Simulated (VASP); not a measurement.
# Rh (Fm-3m) in VASP: a series of runs

The runs below take Rh through single point, with LDA.

All numbers are computed with VASP 6.6.1; they aren't measurements. Logs are shortened: lines on timing, memory, paths and dates and some standing lists are left out, and cuts for length are marked.

**1. The cell of the first run**

The structure is cubic, space group Fm-3m (No. 225). The conventional cell has a = 3.828 Å, b = 3.828 Å, c = 3.828 Å, α = 90.00°, β = 90.00°, γ = 90.00°. Within 3.6 Å of Rh (site symmetry m-3m) lie 12 Rh at 2.71 Å.

**2. Single point, LDA, collinear spin, ferromagnetic start (14.02 Å³/atom)**

INCAR reads:

```
SYSTEM = Rh
PREC     = Accurate       ! precision mode
ENCUT    = 520            ! plane-wave cutoff, eV
EDIFF    = 1E-7           ! SCF threshold, eV
ISMEAR   = 0              ! smearing method
SIGMA    = 0.15           ! smearing width, eV
LREAL    = .FALSE.        ! projectors in reciprocal space
LASPH    = .TRUE.         ! aspherical terms in the spheres
NELM     = 150            ! most SCF steps
ALGO     = Normal         ! electronic algorithm
ISIF     = 2              ! what is computed and relaxed
LWAVE    = .FALSE.        ! write WAVECAR
LCHARG   = .FALSE.        ! write CHGCAR
ISPIN    = 2              ! spin polarisation
MAGMOM   = 1              ! initial moments
LORBIT   = 11             ! projections on sites
NUPDOWN  = 1.0            ! fixed moment
LMAXMIX  = 4              ! l up to which the mixer works
GGA      = CA             ! functional
NBANDS   = 18             ! bands
```

KPOINTS reads:

```
regular mesh
0
G
  22 22 22
  0 0 0
```

POSCAR reads:

```
Rh
1.0
    0.0000000000      1.9138416690      1.9138416690
    1.9138416690      0.0000000000      1.9138416690
    1.9138416690      1.9138416690      0.0000000000
Rh
1
Direct
    0.0000000000      0.0000000000      0.0000000000
```

Potentials or basis: VASP PAW LDA potentials, release 64 (Rh_pv).

The run is started by

```console
$ cat potpaw_LDA.64/Rh_pv/POTCAR > POTCAR
$ mpirun -np 1 vasp_std > vasp.out
```

OUTCAR:

```text
SYSTEM = Rh
   PREC = Accurate
   ENCUT = 520
   EDIFF = 1E-7
   ISMEAR = 0
   LREAL = .FALSE.
   LASPH = .TRUE.
   NELM = 150
   ISIF = 2
   ISPIN = 2
   LORBIT = 11
   NUPDOWN = 1.0
   GGA = CA

 ion  position               nearest neighbor table
   1  0.000  0.000  0.000-

  LATTYP: Found a face centered cubic cell.
 ALAT       =     3.8276833380

  Lattice vectors:

 A1 = (   0.0000000000,   1.9138416690,   1.9138416690)
 A2 = (   1.9138416690,   0.0000000000,   1.9138416690)
 A3 = (   1.9138416690,   1.9138416690,   0.0000000000)

Analysis of symmetry for initial positions (statically):
=====================================================================
 Subroutine PRICEL returns:
 Original cell was already a primitive cell.

 Routine SETGRP: Setting up the symmetry group for a
 face centered cubic supercell.

 Subroutine GETGRP returns: Found 48 space group operations
 (whereof 48 operations were pure point group operations)
 out of a pool of 48 trial point group operations.

The static configuration has the point symmetry O_h .

Analysis of symmetry for dynamics (positions and initial velocities):
=====================================================================
 Subroutine PRICEL returns:
 Original cell was already a primitive cell.

 Routine SETGRP: Setting up the symmetry group for a
 face centered cubic supercell.

 Subroutine GETGRP returns: Found 48 space group operations
 (whereof 48 operations were pure point group operations)
 out of a pool of 48 trial point group operations.

The dynamic configuration has the point symmetry O_h .

Analysis of structural, dynamic, and magnetic symmetry:
=====================================================================
 Subroutine PRICEL returns:
 Original cell was already a primitive cell.

 Routine SETGRP: Setting up the symmetry group for a
 face centered cubic supercell.

 Subroutine GETGRP returns: Found 48 space group operations
 (whereof 48 operations were pure point group operations)
 out of a pool of 48 trial point group operations.

The overall configuration has the point symmetry O_h .

 Subroutine INISYM returns: Found 48 space group operations
 (whereof 48 operations are pure point group operations),
 and found     1 'primitive' translations

----------------------------------------------------------------------------------------

                                     Primitive cell

  volume of cell :      14.0200

  direct lattice vectors                    reciprocal lattice vectors
     0.000000000  1.913841669  1.913841669    -0.261254632  0.261254632  0.261254632
     1.913841669  0.000000000  1.913841669     0.261254632 -0.261254632  0.261254632
     1.913841669  1.913841669  0.000000000     0.261254632  0.261254632 -0.261254632

  length of vectors
     2.706580845  2.706580845  2.706580845     0.452506295  0.452506295  0.452506295

  position of ions in fractional coordinates (direct lattice)
     0.000000000  0.000000000  0.000000000

  ion indices of the primitive-cell ions
   primitive index   ion index
                 1           1

----------------------------------------------------------------------------------------

 KPOINTS: regular mesh

Automatic generation of k-mesh.
 Grid dimensions read from file:
 generate k-points for:   22   22   22

 Generating k-lattice:

  Cartesian coordinates                     Fractional coordinates (reciprocal lattice)
    -0.011875211  0.011875211  0.011875211     0.045454545  0.000000000  0.000000000
     0.011875211 -0.011875211  0.011875211     0.000000000  0.045454545  0.000000000
     0.011875211  0.011875211 -0.011875211     0.000000000  0.000000000  0.045454545

  Length of vectors
     0.020568468  0.020568468  0.020568468

  Shift w.r.t. Gamma in fractional coordinates (k-lattice)
     0.000000000  0.000000000  0.000000000

 Subroutine IBZKPT returns following result:
 ===========================================

 Found    328 irreducible k-points:

 Following reciprocal coordinates:
            Coordinates               Weight
  0.000000  0.000000  0.000000      1.000000
  0.045455  0.000000  0.000000      8.000000
  0.090909  0.000000  0.000000      8.000000
  0.136364  0.000000  0.000000      8.000000
  0.181818  0.000000  0.000000      8.000000
  0.227273  0.000000  0.000000      8.000000
[... 16 lines left out ...]
  0.500000  0.045455  0.000000     24.000000
 -0.454545  0.045455  0.000000     24.000000
 [... further k-points ...]
   k-points           NKPTS =    328   k-points in BZ     NKDIM =    328   number of bands    NBANDS=     18
   number of dos      NEDOS =    301   number of ions     NIONS =      1
   total plane-waves  NPLWV =   8000
   dimension x,y,z NGX =    20 NGY =   20 NGZ =   20
   dimension x,y,z NGXF=    40 NGYF=   40 NGZF=   40
   ions per type =               1
   NGX,Y,Z   is equivalent  to a cutoff of  12.28, 12.28, 12.28 a.u.
   NGXF,Y,Z  is equivalent  to a cutoff of  24.57, 24.57, 24.57 a.u.
 SYSTEM =  Rh
   PREC   = accura    normal or accurate (medium, high low for compatibility)
   ISTART =      0    job   : 0-new  1-cont  2-samecut
   ICHARG =      2    charge: 1-file 2-atom 10-const
   ISPIN  =      2    spin polarized calculation?
   LNONCOLLINEAR =      F non collinear calculations
   LSORBIT =      F    spin-orbit coupling
   LASPH  =      T    aspherical Exc in radial PAW
   ENCUT  =  520.0 eV  38.22 Ry    6.18 a.u.   5.03  5.03  5.03*2*pi/ulx,y,z
   NELM   =    150;   NELMIN=  2; NELMDL= -5     # of ELM steps
   EDIFF  = 0.1E-06   stopping-criterion for ELM
   LREAL  =      F    real-space projection
   EDIFFG = 0.1E-05   stopping-criterion for IOM
   NSW    =      0    number of steps for IOM
   IBRION =     -1    ionic relax: 0-MD 1-quasi-New 2-CG
   NFREE  =      0    steps in history (QN), initial steepest desc. (CG)
   ISIF   =      2    stress and relaxation
   ISYM   =      2    0-nonsym 1-usesym 2-fastsym
   POTIM  = 0.5000    time-step for ionic-motion
   TEBEG  =    0.0;   TEEND  =   0.0 temperature during run
   PSTRESS=    0.0 pullay stress
   NELECT =      15.0000    total number of electrons
   NUPDOWN=       1.0000    fix difference up-down
   EMIN   =  10.00;   EMAX   =-10.00  energy-range for DOS
   EFERMI =   0.00;   METHOD = LEGACY
   ISMEAR =     0;   SIGMA  =   0.15  broadening in eV -4-tet -1-fermi 0-gaus
   EFERMI_NEDOS =   21; number of points for ismear=-14 and -15
   IALGO  =     38    algorithm
   IMIX   =      4    mixing-type and parameters
     AMIX     =   0.40;   BMIX     =  1.00
     AMIX_MAG =   1.60;   BMIX_MAG =  1.00
  volume/ion in A,a.u.               =      14.02        94.61
  Fermi-wavevector in a.u.,A,eV,Ry     =   1.674387  3.164133 38.144923  2.803573
  Thomas-Fermi vector in A             =   2.759192
   LORBIT       =     11    0 simple, 1 ext, 2 COOP (PROOUT), +10 PAW based schemes
   GGA     = CA    functional components
   LHFCALC =     F    Hartree Fock is set to
   AEXX    =    0.0000 exact exchange contribution
   IVDW    =     0    specifies the selected vdW correction
   LEPSILON=     F    determine dielectric tensor
   LRPA    =     F    only Hartree local field effects (RPA)
 spin polarized calculation
 Gauss-broadening in eV      SIGMA  =   0.15
  energy-cutoff  :      520.00
  volume of cell :       14.02
 maximum number of plane-waves:       388
   NGX =  9   NGY =  9   NGZ =  9

 number of electron      15.0000004 magnetization       1.0000000

 Free energy of the ion-electron system (eV)
  ---------------------------------------------------
  ext. energy  EPLUGINS =         0.00000000
  ---------------------------------------------------
  free energy    TOTEN  =        -8.46015626 eV

  energy without entropy =       -8.44166988  energy(sigma->0) =       -8.45091307

 E-fermi :  10.9109     XC(G=0): -14.2192

 val. band max:       11.6362389843   @ k =   0.4545   0.0000   0.0000
 cond. band min:      10.9123763902   @ k =   0.5000   0.3182   0.0455
 fundamental gap:     -0.7238625942
 Fermi energy:        11.6375708970

 spin component 1

 k-point     1 :       0.0000    0.0000    0.0000
  band No.  band energies     occupation
      1     -35.0570      1.00000
      2     -35.0570      1.00000
      3     -35.0570      1.00000
      4       3.3539      1.00000
      5       8.0964      1.00000
      6       8.0964      1.00000
[... 10 lines left out ...]
     17      43.2272      0.00000
     18      43.2272      0.00000

 k-point     2 :       0.0455    0.0000    0.0000
  band No.  band energies     occupation
      1     -35.0715      1.00000
      2     -35.0590      1.00000
      3     -35.0590      1.00000
      4       3.4362      1.00000
      5       8.0607      1.00000
      6       8.1286      1.00000
[... 10 lines left out ...]
     17      42.9671      0.00000
     18      42.9671      0.00000
[... 442 lines left out ...]
 k-point    24 :      -0.4545    0.0455    0.0000
  band No.  band energies     occupation
      1     -35.7398      1.00000
      2     -35.1642      1.00000
      3     -35.1535      1.00000
      4       5.2266      1.00000
      5       7.9776      1.00000
      6       8.0723      1.00000
[... 10 lines left out ...]
     17      43.0206      0.00000
     18      49.1626      0.00000

 [... further k-points ...]

 spin component 2

 k-point     1 :       0.0000    0.0000    0.0000
  band No.  band energies     occupation
      1     -34.3426      1.00000
      2     -34.3426      1.00000
      3     -34.3426      1.00000
      4       3.5778      1.00000
      5       8.6849      1.00000
      6       8.6849      1.00000
[... 10 lines left out ...]
     17      43.5510      0.00000
     18      43.5510      0.00000

 k-point     2 :       0.0455    0.0000    0.0000
  band No.  band energies     occupation
      1     -34.3574      1.00000
      2     -34.3446      1.00000
      3     -34.3446      1.00000
      4       3.6603      1.00000
      5       8.6469      1.00000
      6       8.7176      1.00000
[... 10 lines left out ...]
     17      43.2919      0.00000
     18      43.2919      0.00000
[... 442 lines left out ...]
 k-point    24 :      -0.4545    0.0455    0.0000
  band No.  band energies     occupation
      1     -35.0383      1.00000
      2     -34.4514      1.00000
      3     -34.4405      1.00000
      4       5.6665      1.00000
      5       8.5729      1.00000
      6       8.6721      1.00000
[... 10 lines left out ...]
     17      43.2676      0.00000
     18      49.5480      0.00000

 [... further k-points ...]

------------------------ aborting loop because EDIFF is reached ----------------------------------------

  FORCE on cell =-STRESS in cart. coord.  units (eV):
  Direction    XX          YY          ZZ          XY          YZ          ZX
  --------------------------------------------------------------------------------------
  -------------------------------------------------------------------------------------
  Total       -0.7155950     -0.7155950     -0.7155950      0.0000000      0.0000000     -0.0000000
  in kB      -81.7767594    -81.7767594    -81.7767594      0.0000000      0.0000000     -0.0000000
  external PRESSURE =     -81.7767594 kB  Pullay stress =       0.0000000 kB

 VOLUME and BASIS-vectors are now :
 -----------------------------------------------------------------------------
  energy-cutoff  :      520.00
  volume of cell :       14.02
      direct lattice vectors                 reciprocal lattice vectors
     0.000000000  1.913841669  1.913841669    -0.261254632  0.261254632  0.261254632
     1.913841669  0.000000000  1.913841669     0.261254632 -0.261254632  0.261254632
     1.913841669  1.913841669  0.000000000     0.261254632  0.261254632 -0.261254632

 POSITION                                       TOTAL-FORCE (eV/Angst)
 -----------------------------------------------------------------------------------
      0.00000      0.00000      0.00000         0.000000      0.000000     -0.000000
 -----------------------------------------------------------------------------------
    total drift:                               -0.000000     -0.000000     -0.000000

  FREE ENERGIE OF THE ION-ELECTRON SYSTEM (eV)
  ---------------------------------------------------
  free  energy   TOTEN  =        -8.4601562634 eV

  energy  without entropy=       -8.4416698822  energy(sigma->0) =       -8.45091307

 total charge

# of ion       s       p       d       tot
------------------------------------------
    1        0.409   6.289   7.059  13.757

 magnetization (x)

# of ion       s       p       d       tot
------------------------------------------
    1        0.003   0.008   0.966   0.976
```

It took 82 s on 1 thread of AMD EPYC 9R45 (Zen 5), shared host; peak memory 0.19 GiB.

What came out:

- Free energy: -8.4602 eV
- Pressure: -8.2 GPa
- Net moment: 1.00 μB per cell
- Site moments: Rh +0.98 μB
- Valence electrons inside the program's atomic spheres: Rh 13.76

Caveat: the cell stands under tension; the total moment is fixed, so each spin has its own Fermi level and the state may be an excited one.

**3. Single point, LDA, collinear spin, ferromagnetic start (14.02 Å³/atom)**

INCAR reads:

```
SYSTEM = Rh
  PREC = Accurate
  ENCUT = 520
  EDIFF = 1E-6
  ISMEAR = 0
  SIGMA = 0.15
  LREAL = .FALSE.
  LASPH = .TRUE.
  NELM = 150
  ALGO = Fast
  ISIF = 2
  LWAVE = .FALSE.
  LCHARG = .FALSE.
  ISPIN = 2
  MAGMOM = 0.5
  LORBIT = 11
  NUPDOWN = 0.5
  LMAXMIX = 4
  GGA = CA
  NBANDS = 18
```

KPOINTS is that of step 2.

POSCAR is that of step 2.

Potentials or basis: VASP PAW LDA potentials, release 64 (Rh_pv).

The run is started by

```console
$ cat potpaw_LDA.64/Rh_pv/POTCAR > POTCAR
$ mpirun -np 1 vasp_std > vasp.out
```

OUTCAR:

```text
SYSTEM = Rh
   PREC = Accurate
   ENCUT = 520
   EDIFF = 1E-6
   ISMEAR = 0
   LREAL = .FALSE.
   LASPH = .TRUE.
   NELM = 150
   ISIF = 2
   ISPIN = 2
   LORBIT = 11
   NUPDOWN = 0.5
   GGA = CA

 ion  position               nearest neighbor table
   1  0.000  0.000  0.000-

  LATTYP: Found a face centered cubic cell.
 ALAT       =     3.8276833380

  Lattice vectors:
[... 1218 lines left out ...]
  Direction    XX          YY          ZZ          XY          YZ          ZX
  --------------------------------------------------------------------------------------
  -------------------------------------------------------------------------------------
  Total       -1.1640701     -1.1640701     -1.1640701     -0.0000000      0.0000000     -0.0000000
  in kB     -133.0275849   -133.0275849   -133.0275849     -0.0000000      0.0000000     -0.0000000
  external PRESSURE =    -133.0275849 kB  Pullay stress =       0.0000000 kB

 VOLUME and BASIS-vectors are now :
 -----------------------------------------------------------------------------
  energy-cutoff  :      520.00
  volume of cell :       14.02
      direct lattice vectors                 reciprocal lattice vectors
     0.000000000  1.913841669  1.913841669    -0.261254632  0.261254632  0.261254632
     1.913841669  0.000000000  1.913841669     0.261254632 -0.261254632  0.261254632
     1.913841669  1.913841669  0.000000000     0.261254632  0.261254632 -0.261254632

 POSITION                                       TOTAL-FORCE (eV/Angst)
 -----------------------------------------------------------------------------------
      0.00000      0.00000      0.00000         0.000000     -0.000000      0.000000
 -----------------------------------------------------------------------------------
    total drift:                               -0.000000     -0.000000     -0.000000

  FREE ENERGIE OF THE ION-ELECTRON SYSTEM (eV)
  ---------------------------------------------------
  free  energy   TOTEN  =        -8.6019924971 eV

  energy  without entropy=       -8.5847208226  energy(sigma->0) =       -8.59335666

 total charge

# of ion       s       p       d       tot
------------------------------------------
    1        0.407   6.290   7.055  13.752

 magnetization (x)

# of ion       s       p       d       tot
------------------------------------------
    1        0.001   0.003   0.486   0.490
```

OSZICAR:

```text
N       E                     dE             d eps       ncg     rms          rms(c)
DAV:   1     0.131290499890E+03    0.13129E+03   -0.79223E+03 23856   0.887E+02
DAV:   2    -0.660203245862E+01   -0.13789E+03   -0.13055E+03 25332   0.296E+02
DAV:   3    -0.915751368762E+01   -0.25555E+01   -0.25404E+01 26774   0.424E+01
DAV:   4    -0.916604388538E+01   -0.85302E-02   -0.85295E-02 26078   0.249E+00
DAV:   5    -0.916609278894E+01   -0.48904E-04   -0.48903E-04 25670   0.169E-01    0.103E+01
RMM:   6    -0.862401656243E+01    0.54208E+00   -0.53280E-01 26629   0.584E+00    0.347E+00
RMM:   7    -0.860680215331E+01    0.17214E-01   -0.16858E-02 25717   0.117E+00    0.173E+00
RMM:   8    -0.860072316869E+01    0.60790E-02   -0.40707E-03 28263   0.570E-01    0.479E-01
RMM:   9    -0.860199687549E+01   -0.12737E-02   -0.34618E-04 28973   0.180E-01    0.587E-02
RMM:  10    -0.860198955198E+01    0.73235E-05   -0.42780E-05 29539   0.674E-02    0.121E-02
RMM:  11    -0.860199201886E+01   -0.24669E-05   -0.72305E-06 27610   0.278E-02    0.927E-03
RMM:  12    -0.860199249707E+01   -0.47821E-06   -0.78032E-07 20276   0.880E-03
   1 F= -.86019925E+01 E0= -.85933567E+01  d E =-.172717E-01  mag=     0.5000
```

It took 84 s on 1 thread of AMD EPYC 9R45 (Zen 5), shared host; peak memory 0.18 GiB.

Results:

```
Free energy                                           : -8.6020 eV
Pressure                                              : -13.3 GPa
Net moment                                            : 0.50 μB per cell
Site moments                                          : Rh +0.49 μB
Valence electrons inside the program's atomic spheres : Rh 13.75
```

Caveat: the cell stands under tension; the total moment is fixed, so each spin has its own Fermi level and the state may be an excited one.

**4. Single point, LDA, collinear spin, ferromagnetic start (14.02 Å³/atom)**

INCAR reads:

```
SYSTEM = Rh
PREC = Accurate ; ENCUT = 520
EDIFF = 1E-6 ; ISMEAR = 0
SIGMA = 0.15 ; LREAL = .False.
LASPH = .True. ; NELM = 150
ALGO = Normal ; ISIF = 2
LWAVE = .False. ; LCHARG = .False.
ISPIN = 2 ; MAGMOM = 0.625
LORBIT = 11 ; NUPDOWN = 0.625
LMAXMIX = 4 ; GGA = CA
NBANDS = 18
```

KPOINTS reads:

```
Automatic mesh
0
Gamma
  22 22 22
  0 0 0
```

POSCAR is that of step 3.

The run is started by

```console
$ cat potpaw_LDA.64/Rh_pv/POTCAR > POTCAR
$ mpirun -np 1 vasp_std > vasp.out
```

Wall time 74 s (1 thread of AMD EPYC 9R45 (Zen 5), shared host); peak memory 0.18 GiB.

Results (log left out):

| Property | Result |
| --- | --- |
| Free energy | -8.5737 eV |
| Pressure | -12.3 GPa |
| Net moment | 0.62 μB per cell |
| Site moments | Rh +0.61 μB |
| Valence electrons inside the program's atomic spheres | Rh 13.75 |

Caveat: the cell stands under tension; the total moment is fixed, so each spin has its own Fermi level and the state may be an excited one.

**5. Overview**

| fixed moment (μB) | pressure (GPa) | moment (μB) |
| --- | --- | --- |
| 1.0 | -8.2 | 1.00 |
| 0.5 | -13.3 | 0.50 |
| 0.625 | -12.3 | 0.62 |

Alike in all rows: task single point; level LDA; potentials or basis VASP PAW LDA potentials, release 64 (Rh_pv); spin collinear, ferromagnetic start; cell as given; k mesh 22 × 22 × 22; cutoff (eV) 520; smearing gaussian 0.15 eV.

Caveats: the cell stands under tension; the total moment is fixed, so each spin has its own Fermi level and the state may be an excited one.

Absolute energies hang on the potentials; compare differences alone.
